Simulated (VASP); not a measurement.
The system is Sc2BSb3.

```
Sc B Sb
1.0
     3.76864    0.00000    0.00000
     0.00000    3.76864    0.00000
     0.00000    0.00000    8.81999
Sc B Sb
2 1 3
Direct
  0.50000 0.00000 0.24580
  0.00000 0.50000 0.75420
  0.00000 0.00000 0.00000
  0.50000 0.00000 0.60699
  0.00000 0.50000 0.39301
  0.50000 0.50000 0.00000
```

```yaml
Program: VASP 6.6.1
Task: relaxation of cell and atoms
Functional: PBE
Potentials_or_basis: VASP PAW PBE potentials, release 64 (Sc_sv, B, Sb)
Cutoff: 600 eV
k_mesh: 10 × 10 × 4
Occupations: gaussian, width 0.1 eV
Spin: no spin polarisation
```

At the start: pressure -0.1 GPa; volume 20.88 Å³/atom.

**Question.** Where does the relaxation end?

**Answer.** Over 9 steps the energy falls by 7.0 meV/atom and the volume is 20.82 Å³/atom (-0.3 %); space group P-4m2 (No. 115, to 0.05 Å).

The path:
| step | energy change (eV) | largest force (eV/Å) | pressure (GPa) | volume (Å³) |
| --- | --- | --- | --- | --- |
| 1 | 0.0000 | 0.2017 | -0.12 | 125.27 |
| 2 | -0.0237 | 0.2132 | 0.00 | 124.98 |
| 3 | -0.0341 | 0.2134 | 0.22 | 124.59 |
| 4 | -0.0401 | 0.1006 | -0.17 | 125.15 |
| 5 | -0.0411 | 0.0394 | -0.39 | 125.50 |
| 6 | -0.0417 | 0.0360 | 0.29 | 124.43 |
| 7 | -0.0423 | 0.0116 | 0.01 | 124.86 |
| 8 | -0.0423 | 0.0121 | 0.00 | 124.87 |
| 9 | -0.0423 | 0.0051 | -0.01 | 124.89 |

Final structure:
```yaml
crystal:
  lattice:
    - [3.71463, 0.00000, 0.00000]
    - [0.00000, 3.71463, 0.00000]
    - [0.00000, 0.00000, 9.05130]
  atoms:
    - { symbol: Sc, position: [0.50000, 0.00000, 0.24336] }
    - { symbol: Sc, position: [0.00000, 0.50000, 0.75664] }
    - { symbol: B, position: [0.00000, 0.00000, 0.00000] }
    - { symbol: Sb, position: [0.50000, 0.00000, 0.60127] }
    - { symbol: Sb, position: [0.00000, 0.50000, 0.39873] }
    - { symbol: Sb, position: [0.50000, 0.50000, 0.00000] }
```
